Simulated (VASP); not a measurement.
SiNi:

```
Ni Si
1.0
     2.94277    0.00000    0.00000
     0.00000    3.28033    0.00000
     0.00000    0.00000    4.67745
Ni Si
2 2
Cartesian
  1.4714 1.6402 1.6020
  0.0000 0.0000 3.0754
  1.4714 1.6402 3.9438
  0.0000 0.0000 0.7337
```

Base run:

| Item | Value |
| --- | --- |
| Program | VASP 6.6.1 |
| Functional | RPBE |
| Potentials or basis | VASP PAW PBE potentials, release 64 (Ni_sv_GW, Si) |
| Cutoff | 690 eV |
| k mesh | 9 × 8 × 6 |
| Occupations | fermi-dirac, width 0.05 eV |
| Spin | collinear spin, ferromagnetic start |
| Starting moments | [1.0, 1.0, 0.0, 0.0] μB |

Its results: band gap on the k mesh zero (filled and empty bands overlap); pressure 9.4 GPa; net moment 0.00 μB per cell; largest force 0.130 eV/Å.

Question: The run is repeated on the same cell with these changes: functional from RPBE to BLYP. What comes out?

Answer: Band gap on the k mesh zero (filled and empty bands overlap); pressure 15.4 GPa; net moment 0.00 μB per cell; largest force 0.132 eV/Å.

Caveats: the cell stands under pressure; the moments typed at the start vanished in this run; the PAW data sets were made with another functional, which shifts forces and pressure a little.
